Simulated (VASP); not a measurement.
# CaGe4N (P-43m) in VASP: notebook

The runs below take CaGe4N through relaxation of cell and atoms, with PBE.

Program: VASP 6.6.1. These are calculated values, not measurements. Logs are shortened: lines on timing, memory, paths and dates and some standing lists are left out, and cuts for length are marked.

### Step 1. The cell of the first run

It takes space group P-43m (No. 215, cubic). Conventional cell: a = 5.077 Å, b = 5.077 Å, c = 5.077 Å, α = 90.00°, β = 90.00°, γ = 90.00°. Within 3.5 Å of Ca (site symmetry -43m) lie 4 Ge at 2.67 Å. Within 2.3 Å of Ge (site symmetry 3m) lie 1 N at 1.72 Å. Within 2.3 Å of N (site symmetry -43m) lie 4 Ge at 1.72 Å.

### Step 2. Relaxation of cell and atoms, PBE

File INCAR:

```
SYSTEM = CaGe4N
ALGO = Normal
EDIFF = 1E-7
EDIFFG = -0.04
ENCUT = 600
GGA = PE
IBRION = 2
ISIF = 3
ISMEAR = 0
LASPH = .TRUE.
LCHARG = .FALSE.
LREAL = .FALSE.
LWAVE = .FALSE.
NELM = 100
NSW = 90
PREC = Accurate
SIGMA = 0.1
```

File KPOINTS:

```
k-points
0
G
  4 4 4
  0 0 0
```

File POSCAR:

```
CaGe4N
1.0
    5.0766997300      0.0000000000      0.0000000000
    0.0000000000      5.0766997300      0.0000000000
    0.0000000000      0.0000000000      5.0766997300
Ca Ge N
1 4 1
Direct
    0.5000000000      0.5000000000      0.5000000000
    0.1959347600      0.1959347600      0.1959347600
    0.8040652400      0.8040652400      0.1959347600
    0.8040652400      0.1959347600      0.8040652400
    0.1959347600      0.8040652400      0.8040652400
    0.0000000000      0.0000000000      0.0000000000
```

Potentials or basis: VASP PAW PBE potentials, release 64 (Ca_sv, Ge_d, N).

The run is started by

```bash
cat potpaw_PBE.64/Ca_sv/POTCAR potpaw_PBE.64/Ge_d/POTCAR potpaw_PBE.64/N/POTCAR > POTCAR
mpirun -np 1 vasp_std > vasp.out
```

OUTCAR:

```text
SYSTEM = CaGe4N
   EDIFF = 1E-7
   EDIFFG = -0.04
   ENCUT = 600
   GGA = PE
   IBRION = 2
   ISIF = 3
   ISMEAR = 0
   LASPH = .TRUE.
   LREAL = .FALSE.
   NELM = 100
   NSW = 90
   PREC = Accurate

 ion  position               nearest neighbor table
   1  0.500  0.500  0.500-   2 2.67   3 2.67   4 2.67   5 2.67
   2  0.196  0.196  0.196-   6 1.72   1 2.67   4 2.81   5 2.81   3 2.81
   3  0.804  0.804  0.196-   6 1.72   1 2.67   4 2.81   5 2.81   2 2.81
   4  0.804  0.196  0.804-   6 1.72   1 2.67   3 2.81   5 2.81   2 2.81
   5  0.196  0.804  0.804-   6 1.72   1 2.67   3 2.81   4 2.81   2 2.81
   6  0.000  0.000  0.000-   2 1.72   3 1.72   4 1.72   5 1.72

  LATTYP: Found a simple cubic cell.
 ALAT       =     5.0766997300

  Lattice vectors:

 A1 = (   5.0766997300,   0.0000000000,   0.0000000000)
 A2 = (   0.0000000000,   5.0766997300,   0.0000000000)
 A3 = (   0.0000000000,   0.0000000000,   5.0766997300)

Analysis of symmetry for initial positions (statically):
=====================================================================
 Subroutine PRICEL returns:
 Original cell was already a primitive cell.

 Routine SETGRP: Setting up the symmetry group for a
 simple cubic supercell.

 Subroutine GETGRP returns: Found 24 space group operations
 (whereof 24 operations were pure point group operations)
 out of a pool of 48 trial point group operations.

The static configuration has the point symmetry T_d .

Analysis of symmetry for dynamics (positions and initial velocities):
=====================================================================
 Subroutine PRICEL returns:
 Original cell was already a primitive cell.

 Routine SETGRP: Setting up the symmetry group for a
 simple cubic supercell.

 Subroutine GETGRP returns: Found 24 space group operations
 (whereof 24 operations were pure point group operations)
 out of a pool of 48 trial point group operations.

The dynamic configuration has the point symmetry T_d .

 Subroutine INISYM returns: Found 24 space group operations
 (whereof 24 operations are pure point group operations),
 and found     1 'primitive' translations

----------------------------------------------------------------------------------------

                                     Primitive cell

  volume of cell :     130.8412

  direct lattice vectors                    reciprocal lattice vectors
     5.076699730  0.000000000  0.000000000     0.196978363  0.000000000  0.000000000
     0.000000000  5.076699730  0.000000000     0.000000000  0.196978363  0.000000000
     0.000000000  0.000000000  5.076699730     0.000000000  0.000000000  0.196978363

  length of vectors
     5.076699730  5.076699730  5.076699730     0.196978363  0.196978363  0.196978363

  position of ions in fractional coordinates (direct lattice)
     0.500000000  0.500000000  0.500000000
     0.195934760  0.195934760  0.195934760
     0.804065240  0.804065240  0.195934760
     0.804065240  0.195934760  0.804065240
     0.195934760  0.804065240  0.804065240
     0.000000000  0.000000000  0.000000000

  ion indices of the primitive-cell ions
   primitive index   ion index
                 1           1
                 2           2
                 3           3
                 4           4
                 5           5
                 6           6

----------------------------------------------------------------------------------------

 KPOINTS: k-points

Automatic generation of k-mesh.
 Grid dimensions read from file:
 generate k-points for:    4    4    4

 Generating k-lattice:

  Cartesian coordinates                     Fractional coordinates (reciprocal lattice)
     0.049244591  0.000000000  0.000000000     0.250000000  0.000000000  0.000000000
     0.000000000  0.049244591  0.000000000     0.000000000  0.250000000  0.000000000
     0.000000000  0.000000000  0.049244591     0.000000000  0.000000000  0.250000000

  Length of vectors
     0.049244591  0.049244591  0.049244591

  Shift w.r.t. Gamma in fractional coordinates (k-lattice)
     0.000000000  0.000000000  0.000000000

 Subroutine IBZKPT returns following result:
 ===========================================

 Found     10 irreducible k-points:

 Following reciprocal coordinates:
            Coordinates               Weight
  0.000000  0.000000  0.000000      1.000000
  0.250000  0.000000  0.000000      6.000000
  0.500000  0.000000  0.000000      3.000000
  0.250000  0.250000  0.000000     12.000000
  0.500000  0.250000  0.000000     12.000000
  0.500000  0.500000  0.000000      3.000000
  0.250000  0.250000  0.250000      8.000000
  0.500000  0.250000  0.250000     12.000000
  0.500000  0.500000  0.250000      6.000000
  0.500000  0.500000  0.500000      1.000000
   k-points           NKPTS =     10   k-points in BZ     NKDIM =     10   number of bands    NBANDS=     42
   number of dos      NEDOS =    301   number of ions     NIONS =      6
   total plane-waves  NPLWV =  74088
   dimension x,y,z NGX =    42 NGY =   42 NGZ =   42
   dimension x,y,z NGXF=    84 NGYF=   84 NGZF=   84
   ions per type =               1   4   1
   NGX,Y,Z   is equivalent  to a cutoff of  13.75, 13.75, 13.75 a.u.
   NGXF,Y,Z  is equivalent  to a cutoff of  27.51, 27.51, 27.51 a.u.
 SYSTEM =  CaGe4N
   PREC   = accura    normal or accurate (medium, high low for compatibility)
   ISTART =      0    job   : 0-new  1-cont  2-samecut
   ICHARG =      2    charge: 1-file 2-atom 10-const
   ISPIN  =      1    spin polarized calculation?
   LNONCOLLINEAR =      F non collinear calculations
   LSORBIT =      F    spin-orbit coupling
   LASPH  =      T    aspherical Exc in radial PAW
   ENCUT  =  600.0 eV  44.10 Ry    6.64 a.u.  10.14 10.14 10.14*2*pi/ulx,y,z
   NELM   =    100;   NELMIN=  2; NELMDL= -5     # of ELM steps
   EDIFF  = 0.1E-06   stopping-criterion for ELM
   LREAL  =      F    real-space projection
   EDIFFG = -.4E-01   stopping-criterion for IOM
   NSW    =     90    number of steps for IOM
   IBRION =      2    ionic relax: 0-MD 1-quasi-New 2-CG
   NFREE  =      1    steps in history (QN), initial steepest desc. (CG)
   ISIF   =      3    stress and relaxation
   ISYM   =      2    0-nonsym 1-usesym 2-fastsym
   POTIM  = 0.5000    time-step for ionic-motion
   TEBEG  =    0.0;   TEEND  =   0.0 temperature during run
   PSTRESS=    0.0 pullay stress
   NELECT =      71.0000    total number of electrons
   NUPDOWN=      -1.0000    fix difference up-down
   EMIN   =  10.00;   EMAX   =-10.00  energy-range for DOS
   EFERMI =   0.00;   METHOD = LEGACY
   ISMEAR =     0;   SIGMA  =   0.10  broadening in eV -4-tet -1-fermi 0-gaus
   EFERMI_NEDOS =   21; number of points for ismear=-14 and -15
   IALGO  =     38    algorithm
   IMIX   =      4    mixing-type and parameters
     AMIX     =   0.40;   BMIX     =  1.00
     AMIX_MAG =   1.60;   BMIX_MAG =  1.00
  volume/ion in A,a.u.               =      21.81       147.16
  Fermi-wavevector in a.u.,A,eV,Ry     =   1.335302  2.523355 24.259612  1.783031
  Thomas-Fermi vector in A             =   2.464017
   LORBIT       =      0    0 simple, 1 ext, 2 COOP (PROOUT), +10 PAW based schemes
   GGA     = PE    functional components
   LHFCALC =     F    Hartree Fock is set to
   AEXX    =    0.0000 exact exchange contribution
   IVDW    =     0    specifies the selected vdW correction
   LEPSILON=     F    determine dielectric tensor
   LRPA    =     F    only Hartree local field effects (RPA)
 conjugate gradient relaxation of ions
 non-spin polarized calculation
 Gauss-broadening in eV      SIGMA  =   0.10
  energy-cutoff  :      600.00
  volume of cell :      130.84
 maximum number of plane-waves:      4416
 NGX is ok and might be reduce to    42
   NGX = 21   NGY = 21   NGZ = 21

--------------------------------------- Ionic step        1  -------------------------------------------

 number of electron      70.9999983 magnetization

 Free energy of the ion-electron system (eV)
  ---------------------------------------------------
  ext. energy  EPLUGINS =         0.00000000
  ---------------------------------------------------
  free energy    TOTEN  =       -23.17870728 eV

  energy without entropy =      -23.15861782  energy(sigma->0) =      -23.16866255

 E-fermi :   4.7534     XC(G=0):  -9.7414

 val. band max:        4.7527130179   @ k =   0.2500   0.2500   0.2500
 cond. band min:       4.9342609959   @ k =   0.5000   0.5000   0.0000
 fundamental gap:      0.1815479780
 Fermi energy:         4.7534213261

 k-point     1 :       0.0000    0.0000    0.0000
  band No.  band energies     occupation
      1     -36.4436      2.00000
      2     -21.2709      2.00000
      3     -20.7029      2.00000
      4     -20.7029      2.00000
      5     -20.7029      2.00000
      6     -20.5578      2.00000
[... 552 lines left out ...]
  FREE ENERGIE OF THE ION-ELECTRON SYSTEM (eV)
  ---------------------------------------------------
  free  energy   TOTEN  =       -25.2373325725 eV

  energy  without entropy=      -25.2199346538  energy(sigma->0) =      -25.22863361

[... ionic steps 4 to 7 ...]

--------------------------------------- Ionic step        8  -------------------------------------------

 number of electron      71.0000084 magnetization

------------------------ aborting loop because EDIFF is reached ----------------------------------------

  FORCE on cell =-STRESS in cart. coord.  units (eV):
  Direction    XX          YY          ZZ          XY          YZ          ZX
  --------------------------------------------------------------------------------------
  -------------------------------------------------------------------------------------
  Total       -0.2378146     -0.2378146     -0.2378146      0.0000000      0.0000000     -0.0000000
  in kB       -2.5195192     -2.5195192     -2.5195192      0.0000000      0.0000000     -0.0000000
  external PRESSURE =      -2.5195192 kB  Pullay stress =       0.0000000 kB
[... 65 lines left out ...]
  energy  without entropy=      -25.2447677628  energy(sigma->0) =      -25.25417989

--------------------------------------- Ionic step       10  -------------------------------------------

 number of electron      71.0000093 magnetization

 Free energy of the ion-electron system (eV)
  ---------------------------------------------------
  ext. energy  EPLUGINS =         0.00000000
  ---------------------------------------------------
  free energy    TOTEN  =       -25.26394888 eV

  energy without entropy =      -25.24522855  energy(sigma->0) =      -25.25458872

 E-fermi :   3.6185     XC(G=0):  -9.1735

 val. band max:        3.6029001747   @ k =   0.5000   0.5000   0.0000
 cond. band min:       3.6608862352   @ k =   0.2500   0.2500   0.2500
 fundamental gap:      0.0579860605
 Fermi energy:         3.6184753615

 k-point     1 :       0.0000    0.0000    0.0000
  band No.  band energies     occupation
      1     -37.7675      2.00000
      2     -21.7695      2.00000
      3     -21.6399      2.00000
      4     -21.6399      2.00000
      5     -21.6399      2.00000
      6     -21.5938      2.00000
[... 472 lines left out ...]
  FREE ENERGIE OF THE ION-ELECTRON SYSTEM (eV)
  ---------------------------------------------------
  free  energy   TOTEN  =       -25.2639488815 eV

  energy  without entropy=      -25.2452285505  energy(sigma->0) =      -25.25458872

 reached required accuracy - stopping structural energy minimisation
```

Wall time 9.2 min (1 thread of Intel Xeon Platinum 8488C (Sapphire Rapids), shared host); peak memory 0.3 GiB.

Results:

```
Free energy                            : -25.2639 eV
Relaxed volume                         : 25.13 Å³/atom
Relaxed cell                           : a = 5.323 Å, b = 5.323 Å, c = 5.323 Å, α = 90.00°, β = 90.00°, γ = 90.00°
Space group after relaxing (to 0.05 Å) : P-43m (No. 215)
Energy gained by relaxing              : 347.5 meV/atom
Ionic steps                            : 10
Pressure after relaxing                : 0.0 GPa
```

The path:
```tsv
step	energy change (eV)	largest force (eV/Å)	pressure (GPa)	volume (Å³)
1	0.0000	5.9516	17.82	130.84
2	0.4201	3.1864	-7.51	182.35
3	-2.0586	0.5581	-0.54	150.29
4	-2.0736	0.3295	0.10	148.99
5	-2.0768	0.1591	0.59	148.08
6	-2.0763	0.2272	0.41	148.43
7	-2.0832	0.1450	-0.01	150.16
8	-2.0843	0.0967	-0.25	151.23
9	-2.0849	0.0627	0.13	150.54
10	-2.0852	0.0020	0.00	150.80
```

Final structure:
```yaml
crystal:
  lattice:
    - [5.32269, 0.00000, 0.00000]
    - [0.00000, 5.32269, 0.00000]
    - [0.00000, 0.00000, 5.32269]
  atoms:
    - { symbol: Ca, position: [0.50000, 0.50000, 0.50000] }
    - { symbol: Ge, position: [0.20851, 0.20851, 0.20851] }
    - { symbol: Ge, position: [0.79149, 0.79149, 0.20851] }
    - { symbol: Ge, position: [0.79149, 0.20851, 0.79149] }
    - { symbol: Ge, position: [0.20851, 0.79149, 0.79149] }
    - { symbol: N, position: [0.00000, 0.00000, 0.00000] }
```

Levels at points of the mesh, in eV from the Fermi level:
| k point | band 33 | band 34 | band 35 | band 36 | band 37 | band 38 |
| --- | --- | --- | --- | --- | --- | --- |
| (0.00, 0.00, 0.00) | -2.90 | -2.90 | 1.11 | 1.11 | 1.11 | 1.18 |
| (0.50, 0.00, 0.00) | -2.05 | -1.18 | -0.72 | -0.69 | 0.31 | 0.31 |
| (0.50, 0.50, 0.00) | -1.62 | -1.62 | -0.99 | -0.02 | 0.85 | 0.85 |
| (0.50, 0.50, 0.50) | -1.97 | -1.97 | -1.97 | -0.02 | 1.29 | 1.29 |

Caveat: the volume moved by over 15 % at a fixed basis, so the end points are rough.

(Part 1 of 2 ends here.)
